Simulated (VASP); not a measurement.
# Cu2O (P4_2/nnm) in VASP: a series of runs

Cu2O is run at these levels: PBE; tasks: relaxation of the atoms.

Everything below comes from runs of VASP 6.6.1. Logs are shortened: lines on timing, memory, paths and dates and some standing lists are left out, and cuts for length are marked.

## (1) The cell of the first run

The structure is tetragonal, space group P4_2/nnm (No. 134). The conventional cell has a = 4.269 Å, b = 4.269 Å, c = 4.311 Å, α = 90.00°, β = 90.00°, γ = 90.00°. Within 2.5 Å of Cu (site symmetry 2/m) lie 2 O at 1.85 Å. O (site symmetry -42m) has 4 Cu at 1.85 Å within 2.5 Å.

## (2) Relaxation of the atoms, PBE (z stretched by +1 %)

File INCAR:

```
ALGO = Normal ; EDIFF = 1E-7
EDIFFG = -0.02 ; ENCUT = 520
GGA = PE ; GGA_COMPAT = F
IBRION = 2 ; ISIF = 2
ISMEAR = -1 ; LASPH = T
LCHARG = F ; LREAL = F
LWAVE = F ; NELM = 120
NELMIN = 4 ; NSW = 80
PREC = Accurate ; SIGMA = 0.02
```

File KPOINTS:

```
k-points
0
Gamma
  7 7 7
```

File POSCAR:

```
Cu2O
1.0
    4.2685000000      0.0000000000      0.0000000000
    0.0000000000      4.2685000000      0.0000000000
    0.0000000000      0.0000000000      4.3111850000
Cu O
4 2
Direct
    0.2500000000      0.2500000000      0.2500000000
    0.2500000000      0.7500000000      0.7500000000
    0.7500000000      0.7500000000      0.2500000000
    0.7500000000      0.2500000000      0.7500000000
    0.0000000000      0.0000000000      0.0000000000
    0.5000000000      0.5000000000      0.5000000000
```

Potentials or basis: VASP PAW PBE potentials, release 64 (Cu, O).

Run with:

```bash
> cat potpaw_PBE.64/Cu/POTCAR potpaw_PBE.64/O/POTCAR > POTCAR
> mpirun -np 1 vasp_std > vasp.out
```

OUTCAR:

```text
EDIFF = 1E-7
   EDIFFG = -0.02
   ENCUT = 520
   GGA = PE
   IBRION = 2
   ISIF = 2
   ISMEAR = -1
   LASPH = T
   LREAL = F
   NELM = 120
   NELMIN = 4
   NSW = 80
   PREC = Accurate

 ion  position               nearest neighbor table
   1  0.250  0.250  0.250-   5 1.85   6 1.85
   2  0.250  0.750  0.750-   5 1.85   6 1.85
   3  0.750  0.750  0.250-   5 1.85   6 1.85
   4  0.750  0.250  0.750-   5 1.85   6 1.85
   5  0.000  0.000  0.000-   1 1.85   2 1.85   3 1.85   4 1.85
   6  0.500  0.500  0.500-   1 1.85   2 1.85   3 1.85   4 1.85

  LATTYP: Found a simple tetragonal cell.
 ALAT       =     4.2685000000
 C/A-ratio  =     1.0100000000

  Lattice vectors:

 A1 = (   4.2685000000,   0.0000000000,   0.0000000000)
 A2 = (   0.0000000000,   4.2685000000,   0.0000000000)
 A3 = (   0.0000000000,   0.0000000000,   4.3111850000)

Analysis of symmetry for initial positions (statically):
=====================================================================
 Subroutine PRICEL returns:
 Original cell was already a primitive cell.

 Routine SETGRP: Setting up the symmetry group for a
 simple tetragonal supercell.

 Subroutine GETGRP returns: Found 16 space group operations
 (whereof  8 operations were pure point group operations)
 out of a pool of 16 trial point group operations.

The static configuration has the point symmetry D_2d.
 The point group associated with its full space group is D_4h.

Analysis of symmetry for dynamics (positions and initial velocities):
=====================================================================
 Subroutine PRICEL returns:
 Original cell was already a primitive cell.

 Routine SETGRP: Setting up the symmetry group for a
 simple tetragonal supercell.

 Subroutine GETGRP returns: Found 16 space group operations
 (whereof  8 operations were pure point group operations)
 out of a pool of 16 trial point group operations.

The dynamic configuration has the point symmetry D_2d.
 The point group associated with its full space group is D_4h.

 Subroutine INISYM returns: Found 16 space group operations
 (whereof  8 operations are pure point group operations),
 and found     1 'primitive' translations

----------------------------------------------------------------------------------------

                                     Primitive cell

  volume of cell :      78.5502

  direct lattice vectors                    reciprocal lattice vectors
     4.268500000  0.000000000  0.000000000     0.234274335  0.000000000  0.000000000
     0.000000000  4.268500000  0.000000000     0.000000000  0.234274335  0.000000000
     0.000000000  0.000000000  4.311185000     0.000000000  0.000000000  0.231954787

  length of vectors
     4.268500000  4.268500000  4.311185000     0.234274335  0.234274335  0.231954787

  position of ions in fractional coordinates (direct lattice)
     0.250000000  0.250000000  0.250000000
     0.250000000  0.750000000  0.750000000
     0.750000000  0.750000000  0.250000000
     0.750000000  0.250000000  0.750000000
     0.000000000  0.000000000  0.000000000
     0.500000000  0.500000000  0.500000000

  ion indices of the primitive-cell ions
   primitive index   ion index
                 1           1
                 2           2
                 3           3
                 4           4
                 5           5
                 6           6

----------------------------------------------------------------------------------------

 KPOINTS: k-points

Automatic generation of k-mesh.
 Grid dimensions read from file:
 generate k-points for:    7    7    7

 Generating k-lattice:

  Cartesian coordinates                     Fractional coordinates (reciprocal lattice)
     0.033467762  0.000000000  0.000000000     0.142857143  0.000000000  0.000000000
     0.000000000  0.033467762  0.000000000     0.000000000  0.142857143  0.000000000
     0.000000000  0.000000000  0.033136398     0.000000000  0.000000000  0.142857143

  Length of vectors
     0.033467762  0.033467762  0.033136398

  Shift w.r.t. Gamma in fractional coordinates (k-lattice)
     0.000000000  0.000000000  0.000000000

 Subroutine IBZKPT returns following result:
 ===========================================

 Found     40 irreducible k-points:

 Following reciprocal coordinates:
            Coordinates               Weight
  0.000000  0.000000  0.000000      1.000000
  0.142857  0.000000  0.000000      4.000000
  0.285714  0.000000  0.000000      4.000000
  0.428571  0.000000  0.000000      4.000000
  0.142857  0.142857  0.000000      4.000000
  0.285714  0.142857  0.000000      8.000000
[... 16 lines left out ...]
  0.285714  0.000000  0.285714      8.000000
  0.428571  0.000000  0.285714      8.000000
 [... further k-points ...]
   k-points           NKPTS =     40   k-points in BZ     NKDIM =     40   number of bands    NBANDS=     33
   number of dos      NEDOS =    301   number of ions     NIONS =      6
   total plane-waves  NPLWV =  32768
   dimension x,y,z NGX =    32 NGY =   32 NGZ =   32
   dimension x,y,z NGXF=    64 NGYF=   64 NGZF=   64
   ions per type =               4   2
   NGX,Y,Z   is equivalent  to a cutoff of  12.46, 12.46, 12.34 a.u.
   NGXF,Y,Z  is equivalent  to a cutoff of  24.93, 24.93, 24.68 a.u.
 SYSTEM =  unknown system
   PREC   = accura    normal or accurate (medium, high low for compatibility)
   ISTART =      0    job   : 0-new  1-cont  2-samecut
   ICHARG =      2    charge: 1-file 2-atom 10-const
   ISPIN  =      1    spin polarized calculation?
   LNONCOLLINEAR =      F non collinear calculations
   LSORBIT =      F    spin-orbit coupling
   LASPH  =      T    aspherical Exc in radial PAW
   ENCUT  =  520.0 eV  38.22 Ry    6.18 a.u.   7.94  7.94  8.02*2*pi/ulx,y,z
   NELM   =    120;   NELMIN=  4; NELMDL= -5     # of ELM steps
   EDIFF  = 0.1E-06   stopping-criterion for ELM
   LREAL  =      F    real-space projection
   EDIFFG = -.2E-01   stopping-criterion for IOM
   NSW    =     80    number of steps for IOM
   IBRION =      2    ionic relax: 0-MD 1-quasi-New 2-CG
   NFREE  =      1    steps in history (QN), initial steepest desc. (CG)
   ISIF   =      2    stress and relaxation
   ISYM   =      2    0-nonsym 1-usesym 2-fastsym
   POTIM  = 0.5000    time-step for ionic-motion
   TEBEG  =    0.0;   TEEND  =   0.0 temperature during run
   PSTRESS=    0.0 pullay stress
   NELECT =      56.0000    total number of electrons
   NUPDOWN=      -1.0000    fix difference up-down
   EMIN   =  10.00;   EMAX   =-10.00  energy-range for DOS
   EFERMI =   0.00;   METHOD = LEGACY
   ISMEAR =    -1;   SIGMA  =   0.02  broadening in eV -4-tet -1-fermi 0-gaus
   EFERMI_NEDOS =   21; number of points for ismear=-14 and -15
   IALGO  =     38    algorithm
   IMIX   =      4    mixing-type and parameters
     AMIX     =   0.40;   BMIX     =  1.00
     AMIX_MAG =   1.60;   BMIX_MAG =  1.00
  volume/ion in A,a.u.               =      13.09        88.35
  Fermi-wavevector in a.u.,A,eV,Ry     =   1.462475  2.763677 29.100588  2.138833
  Thomas-Fermi vector in A             =   2.578684
   LORBIT       =      0    0 simple, 1 ext, 2 COOP (PROOUT), +10 PAW based schemes
   GGA     = PE    functional components
   LHFCALC =     F    Hartree Fock is set to
   AEXX    =    0.0000 exact exchange contribution
   IVDW    =     0    specifies the selected vdW correction
   LEPSILON=     F    determine dielectric tensor
   LRPA    =     F    only Hartree local field effects (RPA)
 conjugate gradient relaxation of ions
 non-spin polarized calculation
  energy-cutoff  :      520.00
  volume of cell :       78.55
 maximum number of plane-waves:      2134
 NGX is ok and might be reduce to    32
   NGX = 15   NGY = 15   NGZ = 17

 number of electron      56.0000042 magnetization

 Free energy of the ion-electron system (eV)
  ---------------------------------------------------
  ext. energy  EPLUGINS =         0.00000000
  ---------------------------------------------------
  free energy    TOTEN  =       -27.27857590 eV

  energy without entropy =      -27.27857588  energy(sigma->0) =      -27.27857589

 E-fermi :   4.8630     XC(G=0): -10.9600

 val. band max:        4.6039253676   @ k =   0.0000   0.0000   0.0000
 cond. band min:       5.0991574915   @ k =   0.0000   0.0000   0.0000
 fundamental gap:      0.4952321238
 Fermi energy:         4.8629853925

 k-point     1 :       0.0000    0.0000    0.0000
  band No.  band energies     occupation
      1     -15.4327      2.00000
      2     -14.7247      2.00000
      3      -2.5424      2.00000
      4      -2.5007      2.00000
      5      -2.5007      2.00000
      6      -0.1674      2.00000
[... 25 lines left out ...]
     32      12.3575      0.00000
     33      12.4982      0.00000

 k-point     2 :       0.1429    0.0000    0.0000
  band No.  band energies     occupation
      1     -15.3968      2.00000
      2     -14.7589      2.00000
      3      -2.4673      2.00000
      4      -2.4531      2.00000
      5      -2.4268      2.00000
      6      -0.6226      2.00000
[... 25 lines left out ...]
     32      12.1057      0.00000
     33      12.2780      0.00000

 k-point     3 :       0.2857    0.0000    0.0000
  band No.  band energies     occupation
      1     -15.2970      2.00000
      2     -14.8550      2.00000
      3      -2.3041      2.00000
      4      -2.2575      2.00000
      5      -2.2216      2.00000
      6      -1.1611      2.00000
[... 25 lines left out ...]
     32      11.1695      0.00000
     33      12.0342      0.00000

 k-point     4 :       0.4286    0.0000    0.0000
  band No.  band energies     occupation
      1     -15.1535      2.00000
      2     -14.9955      2.00000
      3      -2.0401      2.00000
      4      -1.9891      2.00000
      5      -1.9685      2.00000
      6      -1.6536      2.00000
[... 673 lines left out ...]
     32      10.4770      0.00000
     33      11.0648      0.00000

 k-point    23 :       0.2857    0.0000    0.2857
  band No.  band energies     occupation
      1     -15.2061      2.00000
      2     -14.9298      2.00000
      3      -2.5876      2.00000
      4      -2.1910      2.00000
      5      -1.6717      2.00000
      6      -1.6607      2.00000
[... 25 lines left out ...]
     32       9.4896      0.00000
     33      10.8842      0.00000

 k-point    24 :       0.4286    0.0000    0.2857
  band No.  band energies     occupation
      1     -15.1123      2.00000
      2     -15.0135      2.00000
      3      -2.5468      2.00000
      4      -2.3768      2.00000
      5      -1.6059      2.00000
      6      -1.4665      2.00000
[... 25 lines left out ...]
     32       8.7259      0.00000
     33      11.6517      0.00000

 [... further k-points ...]

------------------------ aborting loop because EDIFF is reached ----------------------------------------

  FORCE on cell =-STRESS in cart. coord.  units (eV):
  Direction    XX          YY          ZZ          XY          YZ          ZX
  --------------------------------------------------------------------------------------
  -------------------------------------------------------------------------------------
  Total        1.0173986      1.0173986      0.9367448      0.0000000      0.0000000      0.0000000
  in kB       20.7517383     20.7517383     19.1066542      0.0000000      0.0000000      0.0000000
  external PRESSURE =      20.2033769 kB  Pullay stress =       0.0000000 kB

 VOLUME and BASIS-vectors are now :
 -----------------------------------------------------------------------------
  energy-cutoff  :      520.00
  volume of cell :       78.55
      direct lattice vectors                 reciprocal lattice vectors
     4.268500000  0.000000000  0.000000000     0.234274335  0.000000000  0.000000000
     0.000000000  4.268500000  0.000000000     0.000000000  0.234274335  0.000000000
     0.000000000  0.000000000  4.311185000     0.000000000  0.000000000  0.231954787

 POSITION                                       TOTAL-FORCE (eV/Angst)
 -----------------------------------------------------------------------------------
      1.06713      1.06713      1.07780         0.000000     -0.000000     -0.000000
      1.06713      3.20138      3.23339         0.000000      0.000000     -0.000000
      3.20138      3.20138      1.07780         0.000000      0.000000      0.000000
      3.20138      1.06713      3.23339        -0.000000      0.000000      0.000000
      0.00000      0.00000      0.00000        -0.000000     -0.000000      0.000000
      2.13425      2.13425      2.15559        -0.000000     -0.000000      0.000000
 -----------------------------------------------------------------------------------
    total drift:                               -0.000000      0.000000      0.000000

  FREE ENERGIE OF THE ION-ELECTRON SYSTEM (eV)
  ---------------------------------------------------
  free  energy   TOTEN  =       -27.2785759028 eV

  energy  without entropy=      -27.2785758788  energy(sigma->0) =      -27.27857589

 reached required accuracy - stopping structural energy minimisation
```

It took 1.9 min on 1 thread of Intel Xeon Platinum 8259CL at 2.50GHz (Skylake/Cascade Lake), shared host; peak memory 0.23 GiB.

Results:

```yaml
Free_energy: -27.2786 eV
Pressure_after_relaxing: 2.0 GPa
Band_gap_on_the_k_mesh: 0.50 eV
```

Stress tensor (GPa, compression positive):
```
2.08 0.00 0.00
0.00 2.08 0.00
0.00 0.00 1.91
```

Final structure:
```cif
data_structure
_symmetry_space_group_name_H-M 'P 1'
_symmetry_Int_Tables_number 1
_cell_length_a 4.2685
_cell_length_b 4.2685
_cell_length_c 4.3112
_cell_angle_alpha 90.000
_cell_angle_beta 90.000
_cell_angle_gamma 90.000
_cell_volume 78.55
loop_
_atom_site_label
_atom_site_type_symbol
_atom_site_fract_x
_atom_site_fract_y
_atom_site_fract_z
_atom_site_occupancy
Cu1 Cu 0.25000 0.25000 0.25000 1
Cu2 Cu 0.25000 0.75000 0.75000 1
Cu3 Cu 0.75000 0.75000 0.25000 1
Cu4 Cu 0.75000 0.25000 0.75000 1
O1 O 0.00000 0.00000 0.00000 1
O2 O 0.50000 0.50000 0.50000 1
```

Caveat: the cell differs from its parent crystal (z stretched by +1 %); semilocal functionals underestimate gaps, and a narrow one can read as zero. A k mesh can miss the band edges.

## (3) Relaxation of the atoms, PBE (z stretched by -1 %)

File INCAR:

```
SYSTEM = Cu2O
  PREC = Accurate
  ENCUT = 520
  EDIFF = 1E-7
  ISMEAR = -1
  SIGMA = 0.02
  LREAL = .False.
  LASPH = .True.
  NELM = 120
  ALGO = Normal
  ISIF = 2
  LWAVE = .False.
  LCHARG = .False.
  GGA = PE
  IBRION = 2
  NSW = 80
  EDIFFG = -0.02
  GGA_COMPAT = .False.
  NELMIN = 4
```

File KPOINTS:

```
regular mesh
0
Gamma
  7 7 7
  0 0 0
```

POSCAR: that of step 2 with these lines changed.

```diff
@@ -4,3 +4,3 @@
     0.0000000000      4.2685000000      0.0000000000
-    0.0000000000      0.0000000000      4.3111850000
+    0.0000000000      0.0000000000      4.2258150000
 Cu O
```

Potentials or basis: VASP PAW PBE potentials, release 64 (Cu, O).

Run with:

```bash
> cat potpaw_PBE.64/Cu/POTCAR potpaw_PBE.64/O/POTCAR > POTCAR
> mpirun -np 1 vasp_std > vasp.out
```

OUTCAR:

```text
SYSTEM = Cu2O
   PREC = Accurate
   ENCUT = 520
   EDIFF = 1E-7
   ISMEAR = -1
   LREAL = .False.
   LASPH = .True.
   NELM = 120
   ISIF = 2
   GGA = PE
   IBRION = 2
   NSW = 80
   EDIFFG = -0.02
   NELMIN = 4

 ion  position               nearest neighbor table
   1  0.250  0.250  0.250-   5 1.84   6 1.84
   2  0.250  0.750  0.750-   5 1.84   6 1.84
   3  0.750  0.750  0.250-   5 1.84   6 1.84
[... 1077 lines left out ...]
  -------------------------------------------------------------------------------------
  Total        2.1600077      2.1600077      2.2291843      0.0000000      0.0000000      0.0000000
  in kB       44.9474266     44.9474266     46.3869159      0.0000000      0.0000000      0.0000000
  external PRESSURE =      45.4272564 kB  Pullay stress =       0.0000000 kB

 VOLUME and BASIS-vectors are now :
 -----------------------------------------------------------------------------
  energy-cutoff  :      520.00
  volume of cell :       76.99
      direct lattice vectors                 reciprocal lattice vectors
     4.268500000  0.000000000  0.000000000     0.234274335  0.000000000  0.000000000
     0.000000000  4.268500000  0.000000000     0.000000000  0.234274335  0.000000000
     0.000000000  0.000000000  4.225815000     0.000000000  0.000000000  0.236640743

 POSITION                                       TOTAL-FORCE (eV/Angst)
 -----------------------------------------------------------------------------------
      1.06713      1.06713      1.05645        -0.000000     -0.000000     -0.000000
      1.06713      3.20138      3.16936        -0.000000     -0.000000      0.000000
      3.20138      3.20138      1.05645        -0.000000      0.000000      0.000000
      3.20138      1.06713      3.16936         0.000000      0.000000     -0.000000
      0.00000      0.00000      0.00000         0.000000      0.000000     -0.000000
      2.13425      2.13425      2.11291         0.000000      0.000000     -0.000000
 -----------------------------------------------------------------------------------
    total drift:                               -0.000000      0.000000      0.000000

  FREE ENERGIE OF THE ION-ELECTRON SYSTEM (eV)
  ---------------------------------------------------
  free  energy   TOTEN  =       -27.2453907291 eV

  energy  without entropy=      -27.2453907205  energy(sigma->0) =      -27.24539072

 reached required accuracy - stopping structural energy minimisation
```

CONTCAR:

```text
Cu2O
   1.00000000000000
     4.2685000000000004    0.0000000000000000    0.0000000000000000
     0.0000000000000000    4.2685000000000004    0.0000000000000000
     0.0000000000000000    0.0000000000000000    4.2258149999999999
  Cu              O
     4     2
Direct
     0.2500000000000000    0.2500000000000000    0.2500000000000000
     0.2500000000000000    0.7500000000000000    0.7500000000000000
     0.7500000000000000    0.7500000000000000    0.2500000000000000
     0.7500000000000000    0.2500000000000000    0.7500000000000000
     0.0000000000000000    0.0000000000000000    0.0000000000000000
     0.5000000000000000    0.5000000000000000    0.5000000000000000

  0.00000000E+00  0.00000000E+00  0.00000000E+00
  0.00000000E+00  0.00000000E+00  0.00000000E+00
  0.00000000E+00  0.00000000E+00  0.00000000E+00
  0.00000000E+00  0.00000000E+00  0.00000000E+00
  0.00000000E+00  0.00000000E+00  0.00000000E+00
  0.00000000E+00  0.00000000E+00  0.00000000E+00
```

It took 2.1 min on 1 thread of Oxide Virtual Turin-like, shared host; peak memory 0.19 GiB.

Results:

| Quantity | Value |
| --- | --- |
| Free energy | -27.2454 eV |
| Pressure after relaxing | 4.5 GPa |
| Band gap on the k mesh | 0.53 eV |

Stress tensor (GPa, compression positive):
```
4.49 0.00 0.00
0.00 4.49 0.00
0.00 0.00 4.64
```

Final structure:
```
Cu O
1.0
     4.26850    0.00000    0.00000
     0.00000    4.26850    0.00000
     0.00000    0.00000    4.22581
Cu O
4 2
Direct
  0.25000 0.25000 0.25000
  0.25000 0.75000 0.75000
  0.75000 0.75000 0.25000
  0.75000 0.25000 0.75000
  0.00000 0.00000 0.00000
  0.50000 0.50000 0.50000
```

Levels at points of the mesh, in eV from the valence-band top:
```
           k point  band 24  band 25  band 26  band 27  band 28  band 29  band 30  band 31  band 32  band 33
(0.00, 0.00, 0.00)    -1.60    -1.59    -0.02    -0.02     0.00     0.53     1.18     1.27     7.91     7.92
```

Caveat: the cell differs from its parent crystal (z stretched by -1 %); semilocal functionals underestimate gaps, and a narrow one can read as zero. A k mesh can miss the band edges.
